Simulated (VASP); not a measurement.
A run of VASP 6.6.1 is set up as follows.

The input INCAR:

```
SYSTEM = TiC
  PREC = Accurate
  ENCUT = 600
  EDIFF = 1E-7
  ISMEAR = -1
  SIGMA = 0.05
  LREAL = .False.
  LASPH = .True.
  NELM = 120
  ALGO = Normal
  ISIF = 3
  LWAVE = .False.
  LCHARG = .False.
  GGA = PS
  IBRION = 2
  NSW = 100
  EDIFFG = -0.002
  PSTRESS = 10.0
  GGA_COMPAT = .False.
  NELMIN = 4
```

File KPOINTS:

```
Automatic mesh
0
Gamma
  18 18 18
  0 0 0
```

The input POSCAR:

```
TiC
1.0
    0.0000000000      2.1467070539      2.1467070539
    2.1467070539      0.0000000000      2.1467070539
    2.1467070539      2.1467070539      0.0000000000
Ti C
1 1
Direct
    0.0000000000      0.0000000000      0.0000000000
    0.5000000000      0.5000000000      0.5000000000
```

Potentials or basis: VASP PAW PBE potentials, release 64 (Ti_sv, C).

The run is started by

```bash
$ cat potpaw_PBE.64/Ti_sv/POTCAR potpaw_PBE.64/C/POTCAR > POTCAR
$ mpirun -np 1 vasp_std > vasp.out
```

(1) What does it give for the relaxed volume?

(2) Predict the band gap on the k mesh.

(3) What does it give for the space group after relaxing (to 0.05 Å)?

(4) Estimate the relaxed cell.

Answers

(1) 9.86 Å³/atom.

(2) zero (band 8 reaches 10.33 eV, above the bottom of band 9 at 9.24 eV).

(3) Fm-3m (No. 225).

(4) a = 3.033 Å, b = 3.033 Å, c = 3.033 Å, α = 60.00°, β = 60.00°, γ = 60.00°.

Caveat: the cell is relaxed towards a set pressure, so the enthalpy falls and the energy may rise; the PAW data sets were made with another functional, which shifts forces and pressure a little.
